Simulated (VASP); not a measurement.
H4CO, 36 atoms in the cell. The cell holds a disordered packing, 36 atoms: a = 6.851 Å, b = 6.851 Å, c = 6.851 Å, α = 90.00°, β = 90.00°, γ = 90.00°. 

- Program: VASP 6.6.1
- Task: single point
- Functional: r2SCAN
- Dispersion: D3(BJ)
- Potentials or basis: VASP PAW PBE potentials, release 64 (C, O, H)
- Cutoff: 580 eV
- k mesh: 1 × 1 × 1
- Occupations: fermi-dirac, width 0.02 eV
- Spin: no spin polarisation
- Dipole correction: no
- Further INCAR settings: LREAL = Auto; ALGO = Normal; EDIFF = 1e-06; NBANDS = 66

Potentials or basis: VASP PAW PBE potentials, release 64 (C, O, H).

Launch:

```console
$ cat potpaw_PBE.64/C/POTCAR potpaw_PBE.64/O/POTCAR potpaw_PBE.64/H/POTCAR > POTCAR
$ cp INCAR.step1 INCAR
$ mpirun -np 1 vasp_gam > vasp.out
$ cp INCAR.step2 INCAR
$ mpirun -np 1 vasp_gam > vasp.out
```

Hardware: 1 thread of Intel(R) Xeon(R) 6975P-C (Granite Rapids) (shared host).

Question: How long does it take, and how much memory?

Answer: It took 100 s on 1 thread of Intel(R) Xeon(R) 6975P-C (Granite Rapids), with other jobs on the host, peak memory 0.44 GiB. Counts: k points 1.
